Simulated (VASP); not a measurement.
Set up this calculation in VASP 6.6.1, as the native input.

```
Task                   : single point
Functional             : PBE
Potentials or basis    : VASP PAW PBE potentials, release 64 (Mg)
Cutoff                 : 520 eV
k mesh                 : 15 × 15 × 8
Occupations            : fermi-dirac, width 0.1 eV
Spin                   : no spin polarisation
Dipole correction      : no
Further INCAR settings : ALGO = Normal; EDIFF = 1e-06; NBANDS = 9
```

The structure of Mg lies in POSCAR:

```
Mg
1.0
    2.5771925003      0.0000000000      0.0000000000
   -1.2885962502      2.2319141757      0.0000000000
    0.0000000000      0.0000000000      4.1493011985
Mg
2
Direct
    0.3333333333      0.6666666667      0.2500000000
    0.6666666667      0.3333333333      0.7500000000
```

One way to write it, as run:

INCAR

```
SYSTEM = Mg
PREC = Accurate
ENCUT = 520
EDIFF = 1E-6
ISMEAR = -1
SIGMA = 0.1
LREAL = .FALSE.
LASPH = .TRUE.
NELM = 80
ALGO = Normal
ISIF = 2
LWAVE = .FALSE.
LCHARG = .TRUE.
GGA = PE
LELF = .TRUE.
LVHAR = .TRUE.
NBANDS = 9
```

KPOINTS

```
regular mesh
0
G
  15 15 8
  0 0 0
```

Potentials or basis: VASP PAW PBE potentials, release 64 (Mg).

Launch:

```sh
$ cat potpaw_PBE.64/Mg/POTCAR > POTCAR
$ mpirun -np 1 vasp_std > vasp.out
```

It gave:

* Pressure: 85.1 GPa
* Band gap on the k mesh: zero (band 2 reaches 8.27 eV, above the bottom of band 3 at 6.03 eV)

Wall time 11 s on 1 thread of Intel(R) Xeon(R) Platinum 8559C (Emerald Rapids) (shared host), peak memory 0.15 GiB.
